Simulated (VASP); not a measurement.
# PtSe2 (C2/m) in VASP: further runs

Aim: see how the results for PtSe2 move with the level of theory and the settings. Levels: PBE, r2SCAN. Tasks: single point.

All numbers are computed with VASP 6.6.1; they aren't measurements. Logs are shortened: lines on timing, memory, paths and dates and some standing lists are left out, and cuts for length are marked.

**1. The cell of the first run**

The structure is monoclinic, space group C2/m (No. 12). Conventional cell: a = 6.458 Å, b = 3.611 Å, c = 5.277 Å, α = 90.00°, β = 90.00°, γ = 90.00°. Within 3.3 Å of Pt (site symmetry 2/m) lie 6 Se at 2.49 to 2.51 Å. Within 3.3 Å of Se (site symmetry m) lie 3 Pt at 2.49 to 2.51 Å.

**2. Single point, PBE (uniaxial x strain -3.1%)**

Input file INCAR:

```
  PREC = Accurate
  ENCUT = 520
  EDIFF = 1E-6
  ISMEAR = -1
  SIGMA = 0.02
  LREAL = False
  LASPH = True
  NELM = 100
  ALGO = Normal
  ISIF = 2
  LWAVE = False
  LCHARG = False
  GGA = PE
  NBANDS = 18
```

Input file KPOINTS:

```
Automatic mesh
0
Gamma
  12 12 6
```

Input file POSCAR:

```
PtSe2
1.0
    3.6111978773      0.0000000000      0.0000000000
   -1.8055989386      3.2291059368      0.0000000000
    0.0000000000      0.0000000000      5.2771566385
Pt Se
1 2
Direct
    0.0000000000      0.0000000000      0.0000000000
    0.3303741932      0.6607483863      0.2514508726
    0.6696258068      0.3392516137      0.7485491274
```

Potentials or basis: VASP PAW PBE potentials, release 64 (Pt, Se).

Launch:

```bash
$ cat potpaw_PBE.64/Pt/POTCAR potpaw_PBE.64/Se/POTCAR > POTCAR
$ mpirun -np 1 vasp_std > vasp.out
```

OUTCAR:

```text
PREC = Accurate
   ENCUT = 520
   EDIFF = 1E-6
   ISMEAR = -1
   LREAL = False
   LASPH = True
   NELM = 100
   ISIF = 2
   GGA = PE

 ion  position               nearest neighbor table
   1  0.000  0.000  0.000-   3 2.49   2 2.49   3 2.49   2 2.49   3 2.51   2 2.51
   2  0.330  0.661  0.251-   1 2.49   1 2.49   1 2.51
   3  0.670  0.339  0.749-   1 2.49   1 2.49   1 2.51

  LATTYP: Found a base centered orthorhombic cell.
 ALAT       =     3.6111978773
 B/A-ratio  =     1.7883849329
 C/A-ratio  =     1.4613313415

  Lattice vectors:

 A1 = (   1.8055989386,  -3.2291059368,   0.0000000000)
 A2 = (   1.8055989387,   3.2291059368,   0.0000000000)
 A3 = (   0.0000000000,   0.0000000000,   5.2771566385)

Analysis of symmetry for initial positions (statically):
=====================================================================
 Subroutine PRICEL returns:
 Original cell was already a primitive cell.

 Routine SETGRP: Setting up the symmetry group for a
 base centered orthorhombic supercell.

 Subroutine GETGRP returns: Found  4 space group operations
 (whereof  4 operations were pure point group operations)
 out of a pool of  8 trial point group operations.

The static configuration has the point symmetry C_2h.

Analysis of symmetry for dynamics (positions and initial velocities):
=====================================================================
 Subroutine PRICEL returns:
 Original cell was already a primitive cell.

 Routine SETGRP: Setting up the symmetry group for a
 base centered orthorhombic supercell.

 Subroutine GETGRP returns: Found  4 space group operations
 (whereof  4 operations were pure point group operations)
 out of a pool of  8 trial point group operations.

The dynamic configuration has the point symmetry C_2h.

 Subroutine INISYM returns: Found  4 space group operations
 (whereof  4 operations are pure point group operations),
 and found     1 'primitive' translations

----------------------------------------------------------------------------------------

                                     Primitive cell

  volume of cell :      61.5366

  direct lattice vectors                    reciprocal lattice vectors
     3.611197877  0.000000000  0.000000000     0.276916423  0.154841622  0.000000000
    -1.805598939  3.229105937  0.000000000     0.000000000  0.309683243  0.000000000
     0.000000000  0.000000000  5.277156639     0.000000000  0.000000000  0.189495986

  length of vectors
     3.611197877  3.699636831  5.277156639     0.317267448  0.309683243  0.189495986

  position of ions in fractional coordinates (direct lattice)
     0.000000000  0.000000000  0.000000000
     0.330374193  0.660748386  0.251450873
     0.669625807  0.339251614  0.748549127

  ion indices of the primitive-cell ions
   primitive index   ion index
                 1           1
                 2           2
                 3           3

----------------------------------------------------------------------------------------

 KPOINTS: Automatic mesh

Automatic generation of k-mesh.
 Grid dimensions read from file:
 generate k-points for:   12   12    6

 Generating k-lattice:

  Cartesian coordinates                     Fractional coordinates (reciprocal lattice)
     0.023076369  0.012903468  0.000000000     0.083333333 -0.000000000  0.000000000
     0.000000000  0.025806937  0.000000000     0.000000000  0.083333333  0.000000000
     0.000000000  0.000000000  0.031582664     0.000000000  0.000000000  0.166666667

  Length of vectors
     0.026438954  0.025806937  0.031582664

  Shift w.r.t. Gamma in fractional coordinates (k-lattice)
     0.000000000  0.000000000  0.000000000

 Subroutine IBZKPT returns following result:
 ===========================================

 Found    242 irreducible k-points:

 Following reciprocal coordinates:
            Coordinates               Weight
  0.000000  0.000000  0.000000      1.000000
  0.083333  0.000000  0.000000      4.000000
  0.166667  0.000000  0.000000      4.000000
  0.250000  0.000000  0.000000      4.000000
  0.333333  0.000000  0.000000      4.000000
  0.416667  0.000000  0.000000      4.000000
[... 16 lines left out ...]
  0.333333  0.166667  0.000000      4.000000
  0.416667  0.166667  0.000000      4.000000
 [... further k-points ...]
   k-points           NKPTS =    242   k-points in BZ     NKDIM =    242   number of bands    NBANDS=     18
   number of dos      NEDOS =    301   number of ions     NIONS =      3
   total plane-waves  NPLWV =  31360
   dimension x,y,z NGX =    28 NGY =   28 NGZ =   40
   dimension x,y,z NGXF=    56 NGYF=   56 NGZF=   80
   ions per type =               1   2
   NGX,Y,Z   is equivalent  to a cutoff of  12.89, 12.58, 12.60 a.u.
   NGXF,Y,Z  is equivalent  to a cutoff of  25.78, 25.16, 25.20 a.u.
 SYSTEM =  unknown system
   PREC   = accura    normal or accurate (medium, high low for compatibility)
   ISTART =      0    job   : 0-new  1-cont  2-samecut
   ICHARG =      2    charge: 1-file 2-atom 10-const
   ISPIN  =      1    spin polarized calculation?
   LNONCOLLINEAR =      F non collinear calculations
   LSORBIT =      F    spin-orbit coupling
   LASPH  =      T    aspherical Exc in radial PAW
   ENCUT  =  520.0 eV  38.22 Ry    6.18 a.u.   6.71  6.88  9.81*2*pi/ulx,y,z
   NELM   =    100;   NELMIN=  2; NELMDL= -5     # of ELM steps
   EDIFF  = 0.1E-05   stopping-criterion for ELM
   LREAL  =      F    real-space projection
   EDIFFG = 0.1E-04   stopping-criterion for IOM
   NSW    =      0    number of steps for IOM
   IBRION =     -1    ionic relax: 0-MD 1-quasi-New 2-CG
   NFREE  =      0    steps in history (QN), initial steepest desc. (CG)
   ISIF   =      2    stress and relaxation
   ISYM   =      2    0-nonsym 1-usesym 2-fastsym
   POTIM  = 0.5000    time-step for ionic-motion
   TEBEG  =    0.0;   TEEND  =   0.0 temperature during run
   PSTRESS=    0.0 pullay stress
   NELECT =      22.0000    total number of electrons
   NUPDOWN=      -1.0000    fix difference up-down
   EMIN   =  10.00;   EMAX   =-10.00  energy-range for DOS
   EFERMI =   0.00;   METHOD = LEGACY
   ISMEAR =    -1;   SIGMA  =   0.02  broadening in eV -4-tet -1-fermi 0-gaus
   EFERMI_NEDOS =   21; number of points for ismear=-14 and -15
   IALGO  =     38    algorithm
   IMIX   =      4    mixing-type and parameters
     AMIX     =   0.40;   BMIX     =  1.00
     AMIX_MAG =   1.60;   BMIX_MAG =  1.00
  volume/ion in A,a.u.               =      20.51       138.42
  Fermi-wavevector in a.u.,A,eV,Ry     =   1.161907  2.195685 18.368230  1.350027
  Thomas-Fermi vector in A             =   2.298473
   LORBIT       =      0    0 simple, 1 ext, 2 COOP (PROOUT), +10 PAW based schemes
   GGA     = PE    functional components
   LHFCALC =     F    Hartree Fock is set to
   AEXX    =    0.0000 exact exchange contribution
   IVDW    =     0    specifies the selected vdW correction
   LEPSILON=     F    determine dielectric tensor
   LRPA    =     F    only Hartree local field effects (RPA)
 non-spin polarized calculation
  energy-cutoff  :      520.00
  volume of cell :       61.54
 maximum number of plane-waves:      1678
   NGX = 13   NGY = 13   NGZ = 19

 number of electron      22.0000004 magnetization

 Free energy of the ion-electron system (eV)
  ---------------------------------------------------
  ext. energy  EPLUGINS =         0.00000000
  ---------------------------------------------------
  free energy    TOTEN  =       -14.16762115 eV

  energy without entropy =      -14.16683179  energy(sigma->0) =      -14.16722647

 E-fermi :   6.3986     XC(G=0): -10.5612

 val. band max:        6.3830245576   @ k =  -0.1667  -0.0000   0.1667
 cond. band min:       6.4094509283   @ k =   0.5000   0.2500   0.0000
 fundamental gap:      0.0264263708
 Fermi energy:         6.3985862698

 k-point     1 :       0.0000    0.0000    0.0000
  band No.  band energies     occupation
      1      -9.2027      2.00000
      2      -6.6723      2.00000
      3      -0.8480      2.00000
      4       0.0605      2.00000
      5       0.1548      2.00000
      6       2.3201      2.00000
[... 10 lines left out ...]
     17      14.1067      0.00000
     18      18.4227      0.00000

 k-point     2 :       0.0833    0.0000    0.0000
  band No.  band energies     occupation
      1      -9.1211      2.00000
      2      -6.6931      2.00000
      3      -0.7495      2.00000
      4       0.1097      2.00000
      5       0.1830      2.00000
      6       2.2528      2.00000
[... 10 lines left out ...]
     17      14.1075      0.00000
     18      17.0809      0.00000

 k-point     3 :       0.1667    0.0000    0.0000
  band No.  band energies     occupation
      1      -8.8849      2.00000
      2      -6.7523      2.00000
      3      -0.4684      2.00000
      4       0.2471      2.00000
      5       0.2747      2.00000
      6       1.9136      2.00000
[... 10 lines left out ...]
     17      14.7055      0.00000
     18      15.5184      0.00000

 k-point     4 :       0.2500    0.0000    0.0000
  band No.  band energies     occupation
      1      -8.5220      2.00000
      2      -6.8413      2.00000
      3      -0.0898      2.00000
      4       0.4166      2.00000
      5       0.4785      2.00000
      6       1.1715      2.00000
[... 375 lines left out ...]
      4       0.3478      2.00000
      5       0.7748      2.00000
      6       1.0098      2.00000
[... 10 lines left out ...]
     17      14.6737      0.00000
     18      15.5401      0.00000

 k-point    23 :       0.3333    0.1667    0.0000
  band No.  band energies     occupation
      1      -7.5846      2.00000
      2      -7.0749      2.00000
      3      -0.4914      2.00000
      4       0.3354      2.00000
      5       1.0383      2.00000
      6       1.2845      2.00000
[... 10 lines left out ...]
     17      15.5008      0.00000
     18      16.0304      0.00000

 k-point    24 :       0.4167    0.1667    0.0000
  band No.  band energies     occupation
      1      -7.3014      2.00000
      2      -7.2350      2.00000
      3      -0.7436      2.00000
      4       0.3455      2.00000
      5       1.0818      2.00000
      6       1.4768      2.00000
[... 10 lines left out ...]
     17      15.4901      0.00000
     18      16.7069      0.00000

 [... further k-points ...]

------------------------ aborting loop because EDIFF is reached ----------------------------------------

  FORCE on cell =-STRESS in cart. coord.  units (eV):
  Direction    XX          YY          ZZ          XY          YZ          ZX
  --------------------------------------------------------------------------------------
  -------------------------------------------------------------------------------------
  Total        3.8593954      2.4986018      1.4587557      0.0000000     -0.2386151     -0.0000000
  in kB      100.4838559     65.0540087     37.9804042      0.0000000     -6.2126233     -0.0000000
  external PRESSURE =      67.8394229 kB  Pullay stress =       0.0000000 kB

 VOLUME and BASIS-vectors are now :
 -----------------------------------------------------------------------------
  energy-cutoff  :      520.00
  volume of cell :       61.54
      direct lattice vectors                 reciprocal lattice vectors
     3.611197877  0.000000000  0.000000000     0.276916423  0.154841622  0.000000000
    -1.805598939  3.229105937  0.000000000     0.000000000  0.309683243  0.000000000
     0.000000000  0.000000000  5.277156639     0.000000000  0.000000000  0.189495986

 POSITION                                       TOTAL-FORCE (eV/Angst)
 -----------------------------------------------------------------------------------
      0.00000      0.00000      0.00000         0.000000      0.000000      0.000000
      0.00000      2.13363      1.32695        -0.000000     -0.020465      0.205970
      1.80560      1.09548      3.95021         0.000000      0.020465     -0.205970
 -----------------------------------------------------------------------------------
    total drift:                                0.000000     -0.000000     -0.000000

  FREE ENERGIE OF THE ION-ELECTRON SYSTEM (eV)
  ---------------------------------------------------
  free  energy   TOTEN  =       -14.1676211516 eV

  energy  without entropy=      -14.1668317858  energy(sigma->0) =      -14.16722647
```

Wall time 87 s (1 thread of Intel Xeon 6975P-C (Granite Rapids), shared host); peak memory 0.38 GiB.

What came out:

| Quantity | Value |
| --- | --- |
| Free energy | -14.1676 eV |
| Pressure | 6.8 GPa |
| Largest force | 0.207 eV/Å |
| Band gap on the k mesh | zero (band 11 reaches 6.62 eV, above the bottom of band 12 at 6.33 eV) |

Forces on the atoms (eV/Å):
```
Pt   0.000  0.000  0.000
Se   0.000 -0.020  0.206
Se   0.000  0.020 -0.206
```

Caveat: the cell differs from its parent crystal (uniaxial x strain -3.1%); spin-orbit coupling is left out, which moves the levels of the heavy elements.

**3. Single point, r2SCAN (uniaxial x strain -3.1%)**

POSCAR is that of step 2.

Input file INCAR.step1:

```
ALGO = Normal
EDIFF = 1E-4
ENCUT = 520
GGA = PE
ISMEAR = -1
LASPH = T
LCHARG = F
LREAL = F
LWAVE = T
NBANDS = 18
NELM = 100
PREC = Accurate
SIGMA = 0.02
```

Input file INCAR.step2:

```
ALGO = Normal
EDIFF = 1E-6
ENCUT = 520
ISIF = 2
ISMEAR = -1
ISTART = 1
LASPH = T
LCHARG = F
LMIXTAU = T
LREAL = F
LWAVE = F
METAGGA = R2SCAN
NBANDS = 18
NELM = 100
PREC = Accurate
SIGMA = 0.02
```

Input file KPOINTS:

```
k-points
0
Gamma
  12 12 6
```

Potentials or basis: VASP PAW PBE potentials, release 64 (Pt, Se).

Launch:

```bash
$ cat potpaw_PBE.64/Pt/POTCAR potpaw_PBE.64/Se/POTCAR > POTCAR
$ cp INCAR.step1 INCAR
$ mpirun -np 1 vasp_std > vasp.out
$ cp INCAR.step2 INCAR
$ mpirun -np 1 vasp_std > vasp.out
```

Run time: 6.1 min. Hardware: 1 thread of Intel Xeon 6975P-C (Granite Rapids), shared host; peak memory 0.39 GiB.

The run converged. Its results:

| Item | Value |
| --- | --- |
| Free energy | -81.4155 eV |
| Pressure | 4.5 GPa |
| Largest force | 0.024 eV/Å |
| Band gap on the k mesh | zero (band 11 reaches 6.38 eV, above the bottom of band 12 at 6.22 eV) |

Forces on the atoms (eV/Å):
```
Pt   0.000  0.000  0.000
Se   0.000 -0.001 -0.024
Se   0.000  0.001  0.024
```

Stress tensor (GPa, compression positive):
```
 7.48  0.00  0.00
 0.00  3.46 -0.62
 0.00 -0.62  2.53
```

Levels at points of the mesh, in eV from the Fermi level:
```csv
k point,band 9,band 10,band 11,band 12,band 13,band 14
"(0.00, 0.00, 0.00)",-1.22,-0.93,0.15,1.57,1.58,4.30
"(0.50, 0.00, 0.00)",-3.58,-3.53,-3.10,0.76,2.27,4.97
"(0.00, 0.50, 0.00)",-3.59,-3.24,-3.18,0.73,2.32,5.23
"(0.00, 0.00, 0.50)",-1.91,-1.55,-1.35,2.26,2.33,5.22
"(0.50, 0.00, 0.50)",-3.29,-2.92,-1.69,1.03,1.80,4.43
"(0.00, 0.50, 0.50)",-3.46,-2.62,-1.74,1.13,1.66,4.68
```

Caveat: the cell differs from its parent crystal (uniaxial x strain -3.1%); the PAW data sets were made with another functional, which shifts forces and pressure a little; spin-orbit coupling is left out, which moves the levels of the heavy elements.
